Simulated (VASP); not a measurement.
# TaN (Fm-3m) in VASP: notebook, part 2 of 2

VASP 6.6.1. Earlier steps stand in the parts before.

## Step 3: Single point, PBE

This run uses another cell than the first one, of 9.79 Å³/atom, 1.029 times its volume.

INCAR reads:

```
ALGO = Normal
EDIFF = 1E-7
ENCUT = 520
GGA = PE
ISIF = 2
ISMEAR = 0
LASPH = T
LCHARG = F
LREAL = F
LWAVE = F
NBANDS = 15
NELM = 60
PREC = Accurate
SIGMA = 0.15
```

KPOINTS reads:

```
k-points
0
Gamma
  11 11 11
```

POSCAR reads:

```
TaN
1.0
    0.0000000000      2.1395523904      2.1395523904
    2.1395523904      0.0000000000      2.1395523904
    2.1395523904      2.1395523904      0.0000000000
Ta N
1 1
Direct
    0.5000000000      0.5000000000      0.5000000000
    0.0000000000      0.0000000000      0.0000000000
```

Potentials or basis: VASP PAW PBE potentials, release 64 (Ta_pv, N).

Launch:

```console
cat potpaw_PBE.64/Ta_pv/POTCAR potpaw_PBE.64/N/POTCAR > POTCAR
mpirun -np 1 vasp_std > vasp.out
```

OUTCAR:

```text
EDIFF = 1E-7
   ENCUT = 520
   GGA = PE
   ISIF = 2
   ISMEAR = 0
   LASPH = T
   LREAL = F
   NELM = 60
   PREC = Accurate

 ion  position               nearest neighbor table
   1  0.500  0.500  0.500-   2 2.14   2 2.14   2 2.14   2 2.14   2 2.14   2 2.14
   2  0.000  0.000  0.000-   1 2.14   1 2.14   1 2.14   1 2.14   1 2.14   1 2.14

  LATTYP: Found a face centered cubic cell.
 ALAT       =     4.2791047808

  Lattice vectors:

 A1 = (   0.0000000000,   2.1395523904,   2.1395523904)
 A2 = (   2.1395523904,   0.0000000000,   2.1395523904)
 A3 = (   2.1395523904,   2.1395523904,   0.0000000000)

Analysis of symmetry for initial positions (statically):
=====================================================================
 Subroutine PRICEL returns:
 Original cell was already a primitive cell.

 Routine SETGRP: Setting up the symmetry group for a
 face centered cubic supercell.

 Subroutine GETGRP returns: Found 48 space group operations
 (whereof 48 operations were pure point group operations)
 out of a pool of 48 trial point group operations.

The static configuration has the point symmetry O_h .

Analysis of symmetry for dynamics (positions and initial velocities):
=====================================================================
 Subroutine PRICEL returns:
 Original cell was already a primitive cell.

 Routine SETGRP: Setting up the symmetry group for a
 face centered cubic supercell.

 Subroutine GETGRP returns: Found 48 space group operations
 (whereof 48 operations were pure point group operations)
 out of a pool of 48 trial point group operations.

The dynamic configuration has the point symmetry O_h .

 Subroutine INISYM returns: Found 48 space group operations
 (whereof 48 operations are pure point group operations),
 and found     1 'primitive' translations

----------------------------------------------------------------------------------------

                                     Primitive cell

[... 119 lines left out ...]
   LEPSILON=     F    determine dielectric tensor
   LRPA    =     F    only Hartree local field effects (RPA)
 non-spin polarized calculation
 Gauss-broadening in eV      SIGMA  =   0.15
  energy-cutoff  :      520.00
  volume of cell :       19.59
 maximum number of plane-waves:       537
   NGX = 11   NGY = 11   NGZ = 11

 number of electron      15.9999997 magnetization

 Free energy of the ion-electron system (eV)
  ---------------------------------------------------
  ext. energy  EPLUGINS =         0.00000000
  ---------------------------------------------------
  free energy    TOTEN  =       -21.59263829 eV

  energy without entropy =      -21.58527919  energy(sigma->0) =      -21.58895874

 E-fermi :  10.5437     XC(G=0): -13.8985

 val. band max:       10.4482739596   @ k =  -0.3636   0.2727   0.0909
 cond. band min:      10.5851328243   @ k =   0.0000   0.0000   0.0000
 fundamental gap:      0.1368588648
 Fermi energy:        10.5436867461

 k-point     1 :       0.0000    0.0000    0.0000
  band No.  band energies     occupation
      1     -25.1127      2.00000
      2     -25.1127      2.00000
      3     -25.1127      2.00000
      4      -9.0473      2.00000
      5       6.4374      2.00000
      6       6.4374      2.00000
      7       6.4374      2.00000
      8       8.1560      2.00000
      9       8.1560      2.00000
     10       8.1560      2.00000
     11      10.5851      0.69598
     12      10.5851      0.69597
     13      12.7636      0.00000
     14      19.9359      0.00000
[... 401 lines left out ...]
      2     -25.3579      2.00000
      3     -25.1555      2.00000
      4      -7.1308      2.00000
      5       1.6933      2.00000
      6       3.1035      2.00000
      7       4.0247      2.00000
      8       9.7146      2.00000
      9      10.1372      1.99987
     10      12.0926      0.00000
     11      12.7699      0.00000
     12      16.7915      0.00000
     13      17.0962      0.00000
     14      23.0487      0.00000
     15      24.5311      0.00000

 [... further k-points ...]

------------------------ aborting loop because EDIFF is reached ----------------------------------------

  FORCE on cell =-STRESS in cart. coord.  units (eV):
  Direction    XX          YY          ZZ          XY          YZ          ZX
  --------------------------------------------------------------------------------------
  -------------------------------------------------------------------------------------
  Total        4.9041272      4.9041272      4.9041272      0.0000000      0.0000000      0.0000000
  in kB      401.1192815    401.1192815    401.1192815      0.0000000      0.0000000      0.0000000
  external PRESSURE =     401.1192815 kB  Pullay stress =       0.0000000 kB

 VOLUME and BASIS-vectors are now :
 -----------------------------------------------------------------------------
  energy-cutoff  :      520.00
  volume of cell :       19.59
      direct lattice vectors                 reciprocal lattice vectors
     0.000000000  2.139552390  2.139552390    -0.233693740  0.233693740  0.233693740
     2.139552390  0.000000000  2.139552390     0.233693740 -0.233693740  0.233693740
     2.139552390  2.139552390  0.000000000     0.233693740  0.233693740 -0.233693740

 POSITION                                       TOTAL-FORCE (eV/Angst)
 -----------------------------------------------------------------------------------
      2.13955      2.13955      2.13955        -0.000000     -0.000000     -0.000000
      0.00000      0.00000      0.00000         0.000000      0.000000      0.000000
 -----------------------------------------------------------------------------------
    total drift:                                0.000000     -0.000000     -0.000000

  FREE ENERGIE OF THE ION-ELECTRON SYSTEM (eV)
  ---------------------------------------------------
  free  energy   TOTEN  =       -21.5926382917 eV

  energy  without entropy=      -21.5852791934  energy(sigma->0) =      -21.58895874
```

stdout:

```text
POSCAR found type information on POSCAR TaN
 POSCAR found :  2 types and       2 ions
 scaLAPACK will be used
 LDA part: xc-table for (Slater+PW92), standard interpolation
 POSCAR, INCAR and KPOINTS ok, starting setup
 FFT: planning ... GRIDC
 FFT: planning ... GRID_SOFT
 FFT: planning ... GRID
 WAVECAR not read
 entering main loop
```

Run time: 7.4 s. Hardware: 1 thread of Intel Xeon 6975P-C, shared host; peak memory 0.15 GiB.

What came out:

* Free energy: -21.5926 eV
* Pressure: 40.1 GPa
* Band gap on the k mesh: zero (band 8 reaches 12.40 eV, above the bottom of band 9 at 8.16 eV)

Caveat: spin-orbit coupling is left out, which moves the levels of the heavy elements.

## Step 4: Single point, PBE

This run uses another cell than the first one, of 10.07 Å³/atom, 1.058 times its volume.

INCAR reads:

```
SYSTEM = TaN
PREC     = Accurate       ! precision mode
ENCUT    = 520            ! plane-wave cutoff, eV
EDIFF    = 1E-7           ! SCF threshold, eV
ISMEAR   = 0              ! smearing method
SIGMA    = 0.15           ! smearing width, eV
LREAL    = .False.        ! projectors in reciprocal space
LASPH    = .True.         ! aspherical terms in the spheres
NELM     = 100            ! most SCF steps
ALGO     = Normal         ! electronic algorithm
ISIF     = 2              ! what is computed and relaxed
LWAVE    = .False.        ! write WAVECAR
LCHARG   = .True.         ! write CHGCAR
GGA      = PE             ! functional
LELF     = .True.         ! ELF
LVHAR    = .True.       
NBANDS   = 15             ! bands
```

KPOINTS reads:

```
regular mesh
0
Gamma
  11 11 11
  0 0 0
```

POSCAR reads:

```
TaN
1.0
    0.0000000000      2.1594563463      2.1594563463
    2.1594563463      0.0000000000      2.1594563463
    2.1594563463      2.1594563463      0.0000000000
Ta N
1 1
Direct
    0.5000000000      0.5000000000      0.5000000000
    0.0000000000      0.0000000000      0.0000000000
```

Launch:

```console
cat potpaw_PBE.64/Ta_pv/POTCAR potpaw_PBE.64/N/POTCAR > POTCAR
mpirun -np 1 vasp_std > vasp.out
```

Wall time 7.5 s (1 thread of Intel Xeon 6975P-C, shared host); peak memory 0.15 GiB.

Results (log left out):

```yaml
Free_energy: -21.7081 eV
Pressure: 27.0 GPa
Band_gap_on_the_k_mesh: zero (band 8 reaches 11.99 eV, above the bottom of band 9 at 7.91 eV)
```

Levels at points of the mesh, in eV from the Fermi level:
```tsv
k point	band 4	band 5	band 6	band 7	band 8	band 9	band 10	band 11	band 12	band 13
(0.00, 0.00, 0.00)	-19.36	-4.02	-4.02	-4.02	-2.30	-2.30	-2.30	0.04	0.04	1.96
```

Caveat: spin-orbit coupling is left out, which moves the levels of the heavy elements.

## Step 5: Single point, PBE

This run uses another cell than the first one, of 10.35 Å³/atom, 1.087 times its volume.

INCAR reads:

```
SYSTEM = TaN
PREC = Accurate ; ENCUT = 520
EDIFF = 1E-6 ; ISMEAR = 0
SIGMA = 0.15 ; LREAL = .False.
LASPH = .True. ; NELM = 80
ALGO = Normal ; ISIF = 2
LWAVE = .False. ; LCHARG = .True.
GGA = PE ; LELF = .True.
LVHAR = .True. ; NBANDS = 15
```

KPOINTS reads:

```
Automatic mesh
0
Gamma
  11 11 11
  0 0 0
```

POSCAR reads:

```
TaN
1.0
    0.0000000000      2.1790000000      2.1790000000
    2.1790000000      0.0000000000      2.1790000000
    2.1790000000      2.1790000000      0.0000000000
Ta N
1 1
Direct
    0.5000000000      0.5000000000      0.5000000000
    0.0000000000      0.0000000000      0.0000000000
```

Launch:

```console
cat potpaw_PBE.64/Ta_pv/POTCAR potpaw_PBE.64/N/POTCAR > POTCAR
mpirun -np 1 vasp_std > vasp.out
```

Wall time 7.1 s (1 thread of Intel Xeon 6975P-C, shared host); peak memory 0.15 GiB.

The run converged. Its results:

```yaml
Free_energy: -21.7815 eV
Pressure: 15.6 GPa
Band_gap_on_the_k_mesh: zero (band 8 reaches 11.61 eV, above the bottom of band 9 at 7.68 eV)
```

Levels at points of the mesh, in eV from the Fermi level:
```
           k point  band 4  band 5  band 6  band 7  band 8  band 9  band 10  band 11  band 12  band 13
(0.00, 0.00, 0.00)  -19.13   -3.94   -3.94   -3.94   -2.22   -2.22    -2.22     0.03     0.03     1.72
```

Caveat: spin-orbit coupling is left out, which moves the levels of the heavy elements.

## Step 6: The runs side by side

| cell | gap on the mesh (eV) | pressure (GPa) |
| --- | --- | --- |
| a = 2.997 Å, angles 60.0°, 2 atoms | none | 55.2 |
| a = 3.026 Å, angles 60.0°, 2 atoms | none | 40.1 |
| a = 3.054 Å, angles 60.0°, 2 atoms | none | 27.0 |
| a = 3.082 Å, angles 60.0°, 2 atoms | none | 15.6 |

Alike in all rows: task single point; level PBE; potentials or basis VASP PAW PBE potentials, release 64 (Ta_pv, N); no spin polarisation; k mesh 11 × 11 × 11; cutoff (eV) 520; smearing gaussian 0.15 eV.

Caveats: spin-orbit coupling is left out, which moves the levels of the heavy elements.

Absolute energies hang on the potentials; compare differences alone.
